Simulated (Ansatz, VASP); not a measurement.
**One calculation of C3N2, two programs**

```
CELL_PARAMETERS angstrom
2.39124 0.00000 0.00000
-1.19562 2.07087 0.00000
0.00000 0.00000 8.42241
ATOMIC_POSITIONS crystal
C 0.00000 0.00000 0.62493
C 0.00000 0.00000 0.37507
C 0.66667 0.33333 0.00000
N 0.66667 0.33333 0.50000
N 0.33333 0.66667 0.00000
```

Change from the starting cell: species swapped into the Fe3Ge2 type (P-6m2, No. 187).

Alike in both runs: functional PBE; k mesh 12 × 12 × 2; occupations gaussian, width 0.1 eV; no spin polarisation.

Ansatz relaxed the structure, and its values are those at the end. VASP's run is a single point on that final structure, the one shown.

|  | VASP | Ansatz |
| --- | --- | --- |
| version | VASP 6.6.1 | Ansatz 0.2.0 |
| potentials or method | VASP PAW PBE potentials, release 64 (C, N), cutoff 520 eV | scalar-relativistic, plane waves, PAW |
| valence electrons in the cell | 22 | 22 |

|  | VASP | Ansatz | Ansatz less VASP |
| --- | --- | --- | --- |
| gap on the k mesh at the Fermi level (eV) | none | none | - |
| pressure (GPa) | 0.1 | -0.1 | -0.18 |
| rms of the force components (eV/Å) | 0.006 | 0.000 | -0.0061 |

A gap of «none» marks a metal or a gap that the smearing closes.

The k mesh is coarse, so the values compare programs but aren't converged.
